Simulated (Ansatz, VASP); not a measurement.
**NaLi4Hg in VASP and in Ansatz**

POSCAR

```
NaLi4Hg
1.0
    0.0000000000      3.5304681950      3.5304681950
    3.5304681950      0.0000000000      3.5304681950
    3.5304681950      3.5304681950      0.0000000000
Na Li Hg
1 4 1
Direct
    0.2500000000      0.2500000000      0.2500000000
    0.6257700000      0.1226900000      0.6257700000
    0.6257700000      0.6257700000      0.1226900000
    0.6257700000      0.6257700000      0.6257700000
    0.1226900000      0.6257700000      0.6257700000
    0.0000000000      0.0000000000      0.0000000000
```

The input INCAR.step1:

```
SYSTEM = NaLi4Hg
PREC = Accurate
ENCUT = 600
ISMEAR = 0
SIGMA = 0.1
LREAL = .False.
LASPH = .True.
NELM = 60
GGA = PE
ALGO = Normal
EDIFF = 1E-4
LWAVE = .True.
LCHARG = .False.
```

File INCAR.step2:

```
SYSTEM = NaLi4Hg
PREC = Accurate
ENCUT = 600
EDIFF = 1E-6
ISMEAR = 0
SIGMA = 0.1
LREAL = .False.
LASPH = .True.
NELM = 60
ALGO = Normal
ISIF = 3
LWAVE = .False.
LCHARG = .False.
METAGGA = R2SCAN
LMIXTAU = .True.
IBRION = 2
NSW = 90
EDIFFG = -0.04
ISTART = 1
```

File KPOINTS:

```
Automatic mesh
0
Gamma
  4 4 4
  0 0 0
```

Input for Ansatz:

```yaml
crystal:
  lattice:
    - [0.0, 3.530468195, 3.530468195]
    - [3.530468195, 0.0, 3.530468195]
    - [3.530468195, 3.530468195, 0.0]
  atoms:
    - { symbol: Na, position: [0.25, 0.25, 0.25] }
    - { symbol: Li, position: [0.62577, 0.12269, 0.62577] }
    - { symbol: Li, position: [0.62577, 0.62577, 0.12269] }
    - { symbol: Li, position: [0.62577, 0.62577, 0.62577] }
    - { symbol: Li, position: [0.12269, 0.62577, 0.62577] }
    - { symbol: Hg, position: [0.0, 0.0, 0.0] }
basis:
  ecutwfc: 500
kpoints:
  mp_grid: { grid: [4, 4, 4] }
hamiltonian:
  xc: r2scan
scf:
  occupations: { method: gaussian, width: 0.1 }
  lower_state_search: "off"
output:
  forces: true
  stress: true
  eigenvalues: true
relax:
  adjacent_minimum: "off"
  f_tol: 0.04
  max_steps: 70
  cell: { stress_tol: 0.4 }
```

Alike in both runs: task relaxation of cell and atoms; functional r2SCAN; k mesh 4 × 4 × 4; occupations gaussian, width 0.1 eV; no spin polarisation.

```csv
,VASP,Ansatz
version,VASP 6.6.1,Ansatz 0.2.0
potentials or method,"VASP PAW PBE potentials, release 64 (Na_pv, Li_sv, Hg), cutoff 600 eV","scalar-relativistic, plane waves, PAW"
valence electrons in the cell,31,41
```

|  | VASP | Ansatz | Ansatz less VASP |
| --- | --- | --- | --- |
| gap on the k mesh at the Fermi level, each at its own relaxed structure (eV) | none | none | - |
| relaxed volume (Å³/atom) | 19.76 | 19.78 | +0.028 |
| relaxed cell length with the largest relative difference (Å) | 5.514 | 5.516 | +0.0026 |

VASP's potentials were made for PBE, not for r2SCAN. A gap of «none» marks a metal or a gap that the smearing closes. VASP's potentials hold 31 valence electrons a cell and Ansatz's 41, so a difference there can come from the potentials and not from the codes.

The k mesh is coarse, so the values compare programs but aren't converged. Spin-orbit coupling is off throughout. Noted on VASP's run: the cutoff is short for stress, so the pressure is rough; the volume moved by over 15 % at a fixed basis, so the end points are rough.
